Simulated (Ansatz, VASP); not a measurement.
## One calculation of ZrC, two programs

INCAR

```
SYSTEM = ZrC
ALGO = Normal
EDIFF = 1E-6
ENCUT = 520
GGA = PS
ISIF = 2
ISMEAR = -1
LASPH = .TRUE.
LCHARG = .TRUE.
LELF = .TRUE.
LREAL = .FALSE.
LVHAR = .TRUE.
LWAVE = .FALSE.
NBANDS = 24
NELM = 80
PREC = Accurate
SIGMA = 0.05
```

KPOINTS

```
k-points
0
G
  9 9 5
  0 0 0
```

File POSCAR:

```
ZrC
1.0
    3.3222430439      0.0000000000      0.0000000000
   -1.6611215219      2.8771468735      0.0000000000
    0.0000000000      0.0000000000      5.1820624332
Zr C
2 2
Direct
    0.6666666667      0.3333333333      0.7500000000
    0.3333333333      0.6666666667      0.2500000000
    0.0000000000      0.0000000000      0.5000000000
    0.0000000000      0.0000000000      0.0000000000
```

The input input.yaml:

```yaml
crystal:
  lattice:
    - [3.3222430439, 0.0, 0.0]
    - [-1.6611215219, 2.8771468735, 0.0]
    - [0.0, 0.0, 5.1820624332]
  atoms:
    - { symbol: Zr, position: [0.6666666667, 0.3333333333, 0.75] }
    - { symbol: Zr, position: [0.3333333333, 0.6666666667, 0.25] }
    - { symbol: C, position: [0.0, 0.0, 0.5] }
    - { symbol: C, position: [0.0, 0.0, 0.0] }
kpoints:
  mp_grid: { grid: [9, 9, 5] }
scf:
  occupations: { method: fermi_dirac, width: 0.05 }
hamiltonian:
  xc: pbesol
  pseudopotentials: { kind: all_electron, lapw: { basis_error: 0.001 } }
output:
  forces: true
  stress: true
  eigenvalues: true
```

Change from the starting cell: volume scaled by 0.94.

Alike in both runs: task single point; functional PBEsol; k mesh 9 × 9 × 5; occupations fermi-dirac, width 0.05 eV; no spin polarisation.

```csv
,VASP,Ansatz
version,VASP 6.6.1,Ansatz 0.2.0
potentials or method,"VASP PAW PBE potentials, release 64 (Zr_sv, C), cutoff 520 eV","all-electron LAPW, scalar-relativistic"
```

|  | VASP | Ansatz | Ansatz less VASP |
| --- | --- | --- | --- |
| gap on the k mesh at the Fermi level (eV) | none | none | - |
| pressure (GPa) | 6.8 | 6.4 | -0.36 |
| traceless stress, the component that is largest in VASP (GPa) | 0.82 | 0.83 | +0.017 |

VASP's potentials were made for PBE, not for PBEsol. A gap of «none» marks a metal or a gap that the smearing closes. Ansatz ran all-electron here, and VASP with PAW potentials.
